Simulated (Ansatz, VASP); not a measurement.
## WS2: VASP beside Ansatz

```
W S
1.0
     3.18161    0.00000    0.00000
    -1.59080    2.75535    0.00000
     0.00000    0.00000   13.07053
W S
2 4
Direct
  0.33333 0.66667 0.25000
  0.66667 0.33333 0.75000
  0.33333 0.66667 0.63069
  0.66667 0.33333 0.13069
  0.33333 0.66667 0.86931
  0.66667 0.33333 0.36931
```

Alike in both runs: functional r2SCAN; k mesh 12 × 12 × 4; no spin polarisation.

Ansatz relaxed the structure, and its values are those at the end. VASP's run is a single point on that final structure, the one shown.

|  | VASP | Ansatz |
| --- | --- | --- |
| version | VASP 6.6.1 | Ansatz 0.2.0 |
| potentials or method | VASP PAW PBE potentials, release 64 (W_sv, S), cutoff 520 eV | scalar-relativistic, plane waves, PAW |
| occupations | gaussian, width 0.01 eV | fixed |
| valence electrons in the cell | 52 | 52 |

```tsv
	VASP	Ansatz	Ansatz less VASP
gap on the k mesh at the Fermi level (eV)	1.38	1.37	-0.009
least direct gap on the mesh (eV)	1.88	1.88	-0.004
pressure (GPa)	0.2	0.0	-0.17
rms of the force components (eV/Å)	0.010	0.000	-0.0101
```

VASP's potentials were made for PBE, not for r2SCAN.

Spin-orbit coupling is off throughout.
